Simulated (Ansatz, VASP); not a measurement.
**Two plane-wave programs on WS2**

The input INCAR:

```
SYSTEM = WS2
PREC = Accurate
ENCUT = 520
EDIFF = 1E-6
ISMEAR = 0
SIGMA = 0.05
LREAL = .False.
LASPH = .True.
NELM = 80
ALGO = Normal
ISIF = 2
LWAVE = .False.
LCHARG = .False.
GGA = PE
IVDW = 12
NBANDS = 35
```

KPOINTS

```
regular mesh
0
Gamma
  12 12 4
  0 0 0
```

Contents of POSCAR:

```
WS2
1.0
    3.1542061880      0.0000000000      0.0000000000
   -1.5771030940      2.7316226876      0.0000000000
    0.0000000000      0.0000000000     12.1399089379
W S
2 4
Direct
    0.3333333333      0.6666666667      0.2500000000
    0.6666666667      0.3333333333      0.7500000000
    0.3882457488      0.7764914977      0.6449993009
    0.6666666667      0.3333333333      0.1202874187
    0.3333333333      0.6666666667      0.8797125813
    0.6666666667      0.3333333333      0.3797125813
```

Input for Ansatz:

```yaml
crystal:
  lattice:
    - [3.1542061832, 0.0, 0.0]
    - [-1.5771030916, 2.7316226834, 0.0]
    - [0.0, 0.0, 12.1399091344]
  atoms:
    - { symbol: W, position: [0.3333333333, 0.6666666667, 0.25] }
    - { symbol: W, position: [0.6666666667, 0.3333333333, 0.75] }
    - { symbol: S, position: [0.3882457489, 0.7764914978, 0.6449993025] }
    - { symbol: S, position: [0.6666666667, 0.3333333333, 0.1202874207] }
    - { symbol: S, position: [0.3333333333, 0.6666666667, 0.8797125793] }
    - { symbol: S, position: [0.6666666667, 0.3333333333, 0.3797125793] }
basis:
  ecutwfc: 420
kpoints:
  mp_grid: { grid: [12, 12, 4] }
hamiltonian:
  xc: pbe
  dispersion: d3bj
scf:
  occupations: { method: gaussian, width: 0.05 }
output:
  forces: true
  stress: true
  eigenvalues: true
```

Alike in both runs: task single point; functional PBE; dispersion D3(BJ); k mesh 12 × 12 × 4; occupations gaussian, width 0.05 eV; no spin polarisation.

|  | VASP | Ansatz |
| --- | --- | --- |
| version | VASP 6.6.1 | Ansatz 0.2.0 |
| potentials or method | VASP PAW PBE potentials, release 64 (W_sv, S), cutoff 520 eV | scalar-relativistic, plane waves, PAW |
| valence electrons in the cell | 52 | 52 |

Ansatz gave:

| Item | Value |
| --- | --- |
| gap on the k mesh at the Fermi level (eV) | none |
| pressure (GPa) | 14.3 |
| traceless stress, the component that is largest in VASP (GPa) | 15.94 |
| rms of the force components (eV/Å) | 4.136 |

Q: Estimate VASP's values.

A: gap on the k mesh at the Fermi level (eV): none; pressure (GPa): 14.2; traceless stress, the component that is largest in VASP (GPa): 15.83; rms of the force components (eV/Å): 4.115.

Atom by atom the forces differ by 0.023 eV/Å (rms over components). A gap of «none» marks a metal or a gap that the smearing closes.

Spin-orbit coupling is off throughout.
